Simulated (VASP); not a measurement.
Set up this calculation in VASP 6.6.1, as the native input.

- Task: single point
- Functional: r2SCAN
- Potentials or basis: VASP PAW PBE potentials, release 64 (Mg, S)
- Cutoff: 520 eV
- k mesh: 6 × 6 × 4
- Occupations: gaussian, width 0.01 eV
- Spin: no spin polarisation
- Dipole correction: no
- Further INCAR settings: ALGO = Normal; EDIFF = 1e-07; NBANDS = 16

The system is MgS.

```xyz
4
Lattice="4.1076 0.0000 0.0000 -2.0538 3.5573 0.0000 0.0000 0.0000 6.5810" Properties=species:S:1:pos:R:3 pbc="T T T"
Mg    0.0000    2.3715   -0.0189
Mg    2.0538    1.1858    3.2716
S     0.0000    2.3715    2.4868
S     2.0538    1.1858    5.7773
```

This cell differs from its parent crystal: volume changed by +6%.

One way to write it, as run:

POSCAR

```
MgS
1.0
    4.1076383472      0.0000000000      0.0000000000
   -2.0538191736      3.5573191583      0.0000000000
    0.0000000000      0.0000000000      6.5809816624
Mg S
2 2
Direct
    0.3333333333      0.6666666667     -0.0028727188
    0.6666666667      0.3333333333      0.4971272812
    0.3333333333      0.6666666667      0.3778727188
    0.6666666667      0.3333333333      0.8778727188
```

INCAR.step1

```
ALGO = Normal ; EDIFF = 1E-4
ENCUT = 520 ; GGA = PE
ISMEAR = 0 ; LASPH = T
LCHARG = F ; LREAL = F
LWAVE = T ; NBANDS = 16
NELM = 100 ; PREC = Accurate
SIGMA = 0.01
```

INCAR.step2

```
ALGO = Normal ; EDIFF = 1E-7
ENCUT = 520 ; ISIF = 2
ISMEAR = 0 ; ISTART = 1
LASPH = T ; LCHARG = F
LMIXTAU = T ; LREAL = F
LWAVE = F ; METAGGA = R2SCAN
NBANDS = 16 ; NELM = 100
PREC = Accurate ; SIGMA = 0.01
```

KPOINTS

```
k-points
0
Gamma
  6 6 4
```

Potentials or basis: VASP PAW PBE potentials, release 64 (Mg, S).

Launch:

```bash
$ cat potpaw_PBE.64/Mg/POTCAR potpaw_PBE.64/S/POTCAR > POTCAR
$ cp INCAR.step1 INCAR
$ mpirun -np 1 vasp_std > vasp.out
$ cp INCAR.step2 INCAR
$ mpirun -np 1 vasp_std > vasp.out
```

Results of the run:

```
Pressure               : -3.4 GPa
Largest force          : 0.011 eV/Å
Band gap on the k mesh : 3.83 eV, direct
```

Caveat: the PAW data sets were made with another functional, which shifts forces and pressure a little.

Run time: 67 s on 1 thread of Intel(R) Xeon(R) 6975P-C (Granite Rapids), on a shared host, peak memory 0.23 GiB.
